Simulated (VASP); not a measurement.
Input of a VASP 6.6.1 run:

Contents of INCAR:

```
SYSTEM = NaI
  PREC = Accurate
  ENCUT = 520
  EDIFF = 1E-7
  ISMEAR = -1
  SIGMA = 0.05
  LREAL = .False.
  LASPH = .True.
  NELM = 80
  ALGO = Normal
  ISIF = 2
  LWAVE = .False.
  LCHARG = .False.
  GGA = PS
  NBANDS = 14
```

The input KPOINTS:

```
Automatic mesh
0
Gamma
  6 6 6
  0 0 0
```

POSCAR

```
NaI
1.0
    0.0000000000      3.2364000000      3.2364000000
    3.2364000000      0.0000000000      3.2364000000
    3.2364000000      3.2364000000      0.0000000000
I Na
1 1
Direct
    0.5000000000      0.5000000000      0.5000000000
    0.0000000000      0.0000000000      0.0000000000
```

Potentials or basis: VASP PAW PBE potentials, release 64 (I, Na_pv).

The run is started by

```bash
$ cat potpaw_PBE.64/I/POTCAR potpaw_PBE.64/Na_pv/POTCAR > POTCAR
$ mpirun -np 1 vasp_std > vasp.out
```

Problem. Predict the band gap on the k mesh.

Solution. 3.51 eV.

Problem. What does it give for the pressure?

Solution. -0.5 GPa.

Caveat: the PAW data sets were made with another functional, which shifts forces and pressure a little; spin-orbit coupling is left out, which moves the levels of the heavy elements. PBEsol gaps usually lie below the measured ones, often by a third to a half.
